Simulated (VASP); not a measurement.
# InSe in VASP: a series of runs, part 2 of 2

VASP 6.6.1. Earlier steps stand in the parts before.

## 3. Single point, PBE

INCAR reads:

```
SYSTEM = InSe
  PREC = Accurate
  ENCUT = 520
  EDIFF = 1E-7
  ISMEAR = -1
  SIGMA = 0.05
  LREAL = .FALSE.
  LASPH = .TRUE.
  NELM = 100
  ALGO = Normal
  ISIF = 2
  LWAVE = .FALSE.
  LCHARG = .FALSE.
  GGA = PE
  NBANDS = 16
```

KPOINTS reads:

```
regular mesh
0
G
  10 10 10
  0 0 0
```

POSCAR reads:

```
InSe
1.0
    3.6320400000      0.0000000000      0.0000000000
    0.0000000000      3.6320400000      0.0000000000
    0.0000000000      0.0000000000      3.6320400000
In Se
1 1
Direct
    0.5000000000      0.5000000000      0.5000000000
    0.0000000000      0.0000000000      0.0000000000
```

Potentials or basis: VASP PAW PBE potentials, release 64 (In_d, Se).

Run with:

```sh
$ cat potpaw_PBE.64/In_d/POTCAR potpaw_PBE.64/Se/POTCAR > POTCAR
$ mpirun -np 1 vasp_std > vasp.out
```

OUTCAR:

```text
SYSTEM = InSe
   PREC = Accurate
   ENCUT = 520
   EDIFF = 1E-7
   ISMEAR = -1
   LREAL = .FALSE.
   LASPH = .TRUE.
   NELM = 100
   ISIF = 2
   GGA = PE

 ion  position               nearest neighbor table
   1  0.500  0.500  0.500-   2 3.15   2 3.15   2 3.15   2 3.15   2 3.15   2 3.15   2 3.15   2 3.15

   2  0.000  0.000  0.000-   1 3.15   1 3.15   1 3.15   1 3.15   1 3.15   1 3.15   1 3.15   1 3.15

  LATTYP: Found a simple cubic cell.
 ALAT       =     3.6320400000

  Lattice vectors:

 A1 = (   3.6320400000,   0.0000000000,   0.0000000000)
 A2 = (   0.0000000000,   3.6320400000,   0.0000000000)
 A3 = (   0.0000000000,   0.0000000000,   3.6320400000)

Analysis of symmetry for initial positions (statically):
=====================================================================
 Subroutine PRICEL returns:
 Original cell was already a primitive cell.

 Routine SETGRP: Setting up the symmetry group for a
 simple cubic supercell.

 Subroutine GETGRP returns: Found 48 space group operations
 (whereof 48 operations were pure point group operations)
 out of a pool of 48 trial point group operations.

The static configuration has the point symmetry O_h .
[... 160 lines left out ...]

 E-fermi :   5.9431     XC(G=0): -10.1980

 val. band max:        5.9426304167   @ k =   0.1000   0.1000   0.1000
 cond. band min:       5.9877734149   @ k =   0.5000   0.2000   0.1000
 fundamental gap:      0.0451429981
 Fermi energy:         5.9431499307

 k-point     1 :       0.0000    0.0000    0.0000
  band No.  band energies     occupation
      1      -8.5246      2.00000
      2      -8.5246      2.00000
      3      -8.3501      2.00000
      4      -8.3501      2.00000
      5      -8.3501      2.00000
      6      -7.6072      2.00000
[... 433 lines left out ...]
      3      -8.4253      2.00000
      4      -8.3961      2.00000
      5      -8.3574      2.00000
      6      -6.9321      2.00000
[... 8 lines left out ...]
     15      16.2744      0.00000
     16      17.3366      0.00000

 [... further k-points ...]

------------------------ aborting loop because EDIFF is reached ----------------------------------------

  FORCE on cell =-STRESS in cart. coord.  units (eV):
  Direction    XX          YY          ZZ          XY          YZ          ZX
  --------------------------------------------------------------------------------------
  -------------------------------------------------------------------------------------
  Total        0.0027012      0.0027012      0.0027012      0.0000000      0.0000000     -0.0000000
  in kB        0.0903267      0.0903267      0.0903267      0.0000000      0.0000000     -0.0000000
  external PRESSURE =       0.0903267 kB  Pullay stress =       0.0000000 kB

 VOLUME and BASIS-vectors are now :
 -----------------------------------------------------------------------------
  energy-cutoff  :      520.00
  volume of cell :       47.91
      direct lattice vectors                 reciprocal lattice vectors
     3.632040000  0.000000000  0.000000000     0.275327364  0.000000000  0.000000000
     0.000000000  3.632040000  0.000000000     0.000000000  0.275327364  0.000000000
     0.000000000  0.000000000  3.632040000     0.000000000  0.000000000  0.275327364

 POSITION                                       TOTAL-FORCE (eV/Angst)
 -----------------------------------------------------------------------------------
      1.81602      1.81602      1.81602         0.000000      0.000000      0.000000
      0.00000      0.00000      0.00000         0.000000      0.000000      0.000000
 -----------------------------------------------------------------------------------
    total drift:                                0.000000      0.000000      0.000000

  FREE ENERGIE OF THE ION-ELECTRON SYSTEM (eV)
  ---------------------------------------------------
  free  energy   TOTEN  =        -6.4471333608 eV

  energy  without entropy=       -6.4396698688  energy(sigma->0) =       -6.44340161
```

OSZICAR:

```text
N       E                     dE             d eps       ncg     rms          rms(c)
DAV:   1     0.113604506866E+03    0.11360E+03   -0.91667E+03  1800   0.136E+03
DAV:   2     0.686257744413E+00   -0.11292E+03   -0.10863E+03  1968   0.312E+02
DAV:   3    -0.654375747793E+01   -0.72300E+01   -0.70316E+01  2304   0.725E+01
DAV:   4    -0.669086467877E+01   -0.14711E+00   -0.14706E+00  2120   0.114E+01
DAV:   5    -0.669661526539E+01   -0.57506E-02   -0.57505E-02  2632   0.214E+00    0.334E+00
DAV:   6    -0.646289626242E+01    0.23372E+00   -0.32393E-01  2600   0.115E+01    0.194E+00
DAV:   7    -0.644847356035E+01    0.14423E-01   -0.74773E-02  2544   0.248E+00    0.811E-01
DAV:   8    -0.644736690713E+01    0.11067E-02   -0.10550E-02  2320   0.133E+00    0.103E-01
DAV:   9    -0.644711753389E+01    0.24937E-03   -0.13094E-03  2736   0.556E-01    0.623E-02
DAV:  10    -0.644712864954E+01   -0.11116E-04   -0.11793E-04  2040   0.860E-02    0.327E-02
DAV:  11    -0.644713428550E+01   -0.56360E-05   -0.25129E-05  2312   0.501E-02    0.735E-03
DAV:  12    -0.644713348345E+01    0.80205E-06   -0.51507E-06  2360   0.188E-02    0.289E-03
DAV:  13    -0.644713333329E+01    0.15015E-06   -0.33260E-07  2144   0.441E-03    0.221E-03
DAV:  14    -0.644713336081E+01   -0.27518E-07   -0.15084E-08  1152   0.160E-03
   1 F= -.64471334E+01 E0= -.64434016E+01  d E =-.746349E-02
```

It took 72 s on 1 thread of Intel Xeon 8259CL, shared host; peak memory 0.18 GiB.

Results:

```yaml
Free_energy: -6.4471 eV
Pressure: 0.0 GPa
Band_gap_on_the_k_mesh: zero (an odd number of electrons rules out a gap without spin polarisation)
```

Caveat: spin-orbit coupling is left out, which moves the levels of the heavy elements.

## 4. Single point, PBEsol

INCAR reads:

```
SYSTEM = InSe
PREC = Accurate
ENCUT = 520
EDIFF = 1E-6
ISMEAR = -1
SIGMA = 0.05
LREAL = .FALSE.
LASPH = .TRUE.
NELM = 60
ALGO = Normal
ISIF = 2
LWAVE = .FALSE.
LCHARG = .FALSE.
GGA = PS
NBANDS = 16
```

KPOINTS reads:

```
Automatic mesh
0
G
  5 5 5
  0 0 0
```

POSCAR reads:

```
InSe
1.0
    3.6320400000      0.0000000000      0.0000000000
    0.0000000000      3.6320400000      0.0000000000
    0.0000000000      0.0000000000      3.6320400000
In Se
1 1
Direct
    0.4958860000      0.4953830000      0.4960430000
   -0.0059760000     -0.0016720000     -0.0102530000
```

Run with:

```sh
$ cat potpaw_PBE.64/In_d/POTCAR potpaw_PBE.64/Se/POTCAR > POTCAR
$ mpirun -np 1 vasp_std > vasp.out
```

It took 76 s on 1 thread of Intel Xeon 8259CL, shared host; peak memory 0.19 GiB.

Results (log left out):

| Quantity | Value |
| --- | --- |
| Free energy | -7.1624 eV |
| Pressure | -2.8 GPa |
| Largest force | 0.020 eV/Å |
| Band gap on the k mesh | zero (an odd number of electrons rules out a gap without spin polarisation) |

Forces on the atoms (eV/Å):
```
In   0.005 -0.008  0.018
Se  -0.005  0.008 -0.018
```

Levels at points of the mesh, in eV from the Fermi level:
```tsv
k point	band 7	band 8	band 9	band 10	band 11	band 12
(0.00, 0.00, 0.00)	-3.76	-1.56	-1.56	-1.55	5.01	5.02
```

Caveat: the PAW data sets were made with another functional, which shifts forces and pressure a little; spin-orbit coupling is left out, which moves the levels of the heavy elements.

## 5. Overview

```csv
level,cell,k mesh,gap on the mesh (eV),pressure (GPa)
PBE,"as given, atomic positions A",8 × 8 × 8,none,0.2
PBE,"as given, atomic positions A",10 × 10 × 10,none,0.0
PBEsol,"as given, atomic positions B",5 × 5 × 5,none,-2.8
```

Alike in all rows: task single point; potentials or basis VASP PAW PBE potentials, release 64 (In_d, Se); no spin polarisation; cutoff (eV) 520; smearing fermi-dirac 0.05 eV.

The pressure there spans -2.8 GPa (PBEsol) to 0.2 GPa (PBE); a positive pressure means that this level wants a larger cell, a negative one a smaller.

Caveats: spin-orbit coupling is left out, which moves the levels of the heavy elements; the PAW data sets were made with another functional, which shifts forces and pressure a little (at least some runs).

Absolute energies hang on the potentials; compare differences alone.
